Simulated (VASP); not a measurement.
# TiAl (vib) (P4/mmm) in VASP: a series of runs, part 2 of 2

VASP 6.6.1.

### Step 3. Single point, LDA

This run uses another cell than the first one, of 15.30 Å³/atom, 0.952 times its volume.

The input, INCAR:

```
SYSTEM = TiAl
ALGO = Fast ; EDIFF = 1E-6
ENCUT = 520 ; GGA = CA
ISIF = 2 ; ISMEAR = 0
LASPH = .TRUE. ; LCHARG = .FALSE.
LREAL = .FALSE. ; LWAVE = .FALSE.
NBANDS = 14 ; NELM = 80
PREC = Accurate ; SIGMA = 0.1
```

The input, KPOINTS:

```
k-points
0
G
  12 12 8
  0 0 0
```

The input, POSCAR:

```
TiAl
1.0
    2.7689289545      0.0000000000      0.0000000000
    0.0000000000      2.7689289545      0.0000000000
    0.0000000000      0.0000000000      3.9911364215
Ti Al
1 1
Direct
    0.5000000000      0.5000000000      0.5000000000
    0.0000000000      0.0000000000      0.0000000000
```

Potentials or basis: VASP PAW LDA potentials, release 64 (Ti_sv, Al).

The run is started by

```bash
cat potpaw_LDA.64/Ti_sv/POTCAR potpaw_LDA.64/Al/POTCAR > POTCAR
mpirun -np 1 vasp_std > vasp.out
```

OUTCAR:

```text
SYSTEM = TiAl
   EDIFF = 1E-6
   ENCUT = 520
   GGA = CA
   ISIF = 2
   ISMEAR = 0
   LASPH = .TRUE.
   LREAL = .FALSE.
   NELM = 80
   PREC = Accurate

 ion  position               nearest neighbor table
   1  0.500  0.500  0.500-   2 2.80   2 2.80   2 2.80   2 2.80   2 2.80   2 2.80   2 2.80   2 2.80

   2  0.000  0.000  0.000-   1 2.80   1 2.80   1 2.80   1 2.80   1 2.80   1 2.80   1 2.80   1 2.80

  LATTYP: Found a simple tetragonal cell.
 ALAT       =     2.7689289545
 C/A-ratio  =     1.4414008041

  Lattice vectors:

 A1 = (   2.7689289545,   0.0000000000,   0.0000000000)
 A2 = (   0.0000000000,   2.7689289545,   0.0000000000)
 A3 = (   0.0000000000,   0.0000000000,   3.9911364215)

Analysis of symmetry for initial positions (statically):
=====================================================================
 Subroutine PRICEL returns:
 Original cell was already a primitive cell.

 Routine SETGRP: Setting up the symmetry group for a
 simple tetragonal supercell.

 Subroutine GETGRP returns: Found 16 space group operations
 (whereof 16 operations were pure point group operations)
 out of a pool of 16 trial point group operations.

The static configuration has the point symmetry D_4h.

[... 170 lines left out ...]
  band No.  band energies     occupation
      1     -47.1199      2.00000
      2     -23.9067      2.00000
      3     -23.4106      2.00000
      4     -23.4106      2.00000
      5      -0.5346      2.00000
      6       6.7181      2.00000
      7       7.7712      2.00000
      8       8.4766      1.99649
      9      10.9683      0.00000
     10      10.9683      0.00000
     11      12.1597      0.00000
     12      15.3017      0.00000
     13      17.4631      0.00000
     14      17.4631      0.00000
[... 377 lines left out ...]
      1     -46.9923      2.00000
      2     -23.8984      2.00000
      3     -23.7867      2.00000
      4     -23.7826      2.00000
      5       4.4305      2.00000
      6       6.6274      2.00000
      7       7.9595      2.00000
      8       8.5716      1.88508
      9       8.8726      0.00737
     10       9.9801      0.00000
     11      12.6976      0.00000
     12      14.9401      0.00000
     13      15.7193      0.00000
     14      16.4730      0.00000

 [... further k-points ...]
[... 5 lines left out ...]
  --------------------------------------------------------------------------------------
  -------------------------------------------------------------------------------------
  Total        0.0281487      0.0281487      0.0336860      0.0000000      0.0000000      0.0000000
  in kB        1.4738328      1.4738328      1.7637597      0.0000000      0.0000000      0.0000000
  external PRESSURE =       1.5704751 kB  Pullay stress =       0.0000000 kB

 VOLUME and BASIS-vectors are now :
 -----------------------------------------------------------------------------
  energy-cutoff  :      520.00
  volume of cell :       30.60
      direct lattice vectors                 reciprocal lattice vectors
     2.768928955  0.000000000  0.000000000     0.361150472  0.000000000  0.000000000
     0.000000000  2.768928955  0.000000000     0.000000000  0.361150472  0.000000000
     0.000000000  0.000000000  3.991136421     0.000000000  0.000000000  0.250555204

 POSITION                                       TOTAL-FORCE (eV/Angst)
 -----------------------------------------------------------------------------------
      1.38446      1.38446      1.99557         0.000000      0.000000      0.000000
      0.00000      0.00000      0.00000         0.000000      0.000000      0.000000
 -----------------------------------------------------------------------------------
    total drift:                                0.000000      0.000000     -0.000000

  FREE ENERGIE OF THE ION-ELECTRON SYSTEM (eV)
  ---------------------------------------------------
  free  energy   TOTEN  =       -13.5916800263 eV

  energy  without entropy=      -13.5835729028  energy(sigma->0) =      -13.58762646
```

stdout:

```text
POSCAR found type information on POSCAR TiAl
 POSCAR found :  2 types and       2 ions
 scaLAPACK will be used
 LDA part: xc-table for (Slater(with rela. corr.)+CA(PZ))
 , standard interpolation
 POSCAR, INCAR and KPOINTS ok, starting setup
 FFT: planning ... GRIDC
 FFT: planning ... GRID_SOFT
 FFT: planning ... GRID
 WAVECAR not read
 entering main loop
WARNING in EDDRMM: call to ZHEGV failed, returncode =   6  3      9
WARNING in EDDRMM: call to ZHEGV failed, returncode =   8  4      5
```

Wall time 69 s (1 thread of Intel Xeon Platinum 8259CL at 2.50GHz (Skylake/Cascade Lake), shared host); peak memory 0.18 GiB.

Results:

* Free energy: -13.5917 eV
* Pressure: 0.2 GPa

### Step 4. Single point, LDA

This run uses another cell than the first one, of 15.33 Å³/atom, 0.954 times its volume.

The input, INCAR:

```
SYSTEM = TiAl
PREC = Accurate
ENCUT = 520
EDIFF = 1E-6
ISMEAR = -1
SIGMA = 0.15
LREAL = .FALSE.
LASPH = .TRUE.
NELM = 60
ALGO = Normal
ISIF = 2
LWAVE = .FALSE.
LCHARG = .FALSE.
NBANDS = 14
```

The input, KPOINTS:

```
regular mesh
0
G
  12 12 8
  0 0 0
```

The input, POSCAR:

```
TiAl
1.0
    2.7692000176      0.0000000000      0.0000000000
    0.0000000000      2.7692000176      0.0000000000
    0.0000000000      0.0000000000      3.9972428285
Ti Al
1 1
Direct
    0.5000000000      0.5000000000      0.5000000000
    0.0000000000      0.0000000000      0.0000000000
```

The run is started by

```bash
cat potpaw_LDA.64/Ti_sv/POTCAR potpaw_LDA.64/Al/POTCAR > POTCAR
mpirun -np 1 vasp_std > vasp.out
```

It took 31 s on 1 thread of Intel Xeon Platinum 8259CL at 2.50GHz (Skylake/Cascade Lake), shared host; peak memory 0.18 GiB.

It converged, with:

```yaml
Free_energy: -13.6514 eV
Pressure: 0.2 GPa
```

Levels at points of the mesh, in eV from the Fermi level:
| k point | band 4 | band 5 | band 6 | band 7 | band 8 | band 9 | band 10 | band 11 | band 12 | band 13 |
| --- | --- | --- | --- | --- | --- | --- | --- | --- | --- | --- |
| (0.00, 0.00, 0.00) | -32.13 | -9.25 | -2.00 | -0.95 | -0.26 | 2.26 | 2.26 | 3.44 | 6.56 | 8.74 |
| (0.50, 0.00, 0.00) | -32.08 | -4.66 | -4.55 | -1.84 | -0.31 | 1.74 | 2.65 | 4.64 | 5.32 | 5.54 |
| (0.50, 0.50, 0.00) | -32.46 | -3.38 | -0.48 | -0.39 | -0.39 | -0.30 | -0.30 | 4.52 | 5.35 | 6.22 |
| (0.00, 0.00, 0.50) | -32.13 | -7.70 | -5.35 | -0.77 | 0.60 | 1.88 | 1.88 | 3.45 | 8.09 | 9.59 |
| (0.50, 0.00, 0.50) | -32.08 | -5.07 | -2.97 | -1.23 | -1.03 | 1.40 | 1.79 | 2.41 | 4.07 | 6.08 |
| (0.50, 0.50, 0.50) | -32.48 | -2.74 | -2.40 | -2.40 | 2.02 | 2.23 | 2.80 | 4.46 | 4.46 | 4.52 |

### Step 5. Overview

| cell | k mesh | smearing | gap on the mesh (eV) | pressure (GPa) |
| --- | --- | --- | --- | --- |
| a = 2.811, b = 2.811, c = 4.066 Å, 2 atoms | 6 × 6 × 4 | gaussian 0.1 eV | none | -5.3 |
| a = 2.769, b = 2.769, c = 3.991 Å, 2 atoms | 12 × 12 × 8 | gaussian 0.1 eV | none | 0.2 |
| a = 2.769, b = 2.769, c = 3.997 Å, 2 atoms | 12 × 12 × 8 | fermi-dirac 0.15 eV | none | 0.2 |

Alike in all rows: task single point; level LDA; potentials or basis VASP PAW LDA potentials, release 64 (Ti_sv, Al); no spin polarisation; cutoff (eV) 520.

Caveats: some runs use coarse meshes.

Absolute energies hang on the potentials; compare differences alone.
